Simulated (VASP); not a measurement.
Runs of VASP 6.6.1 on B. The structure is that of space group P6/mmm (No. 191), or close to it. The cells are those of the table. 

```csv
cell,gap on the mesh (eV),pressure (GPa)
"a = 1.702, b = 1.702, c = 3.817 Å, angles 90.0, 90.0, 120.0°, 1 atom",none,-3.0
"a = 1.788, b = 1.788, c = 3.817 Å, angles 90.0, 90.0, 120.0°, 1 atom",none,-23.6
"a = 1.702, b = 1.702, c = 3.454 Å, angles 90.0, 90.0, 120.0°, 1 atom",none,-2.7
"a = 1.617, b = 1.617, c = 3.635 Å, angles 90.0, 90.0, 120.0°, 1 atom",none,(a)
```

Alike in all rows: task single point; level LDA; potentials or basis VASP PAW LDA potentials, release 64 (B); no spin polarisation; k mesh 33 × 33 × 14; cutoff (eV) 520; smearing gaussian 0.15 eV.

Task: Fill in the values left out.

Result: (a) 31.8.

A gap of «none» marks levels without a gap at the run's occupations.
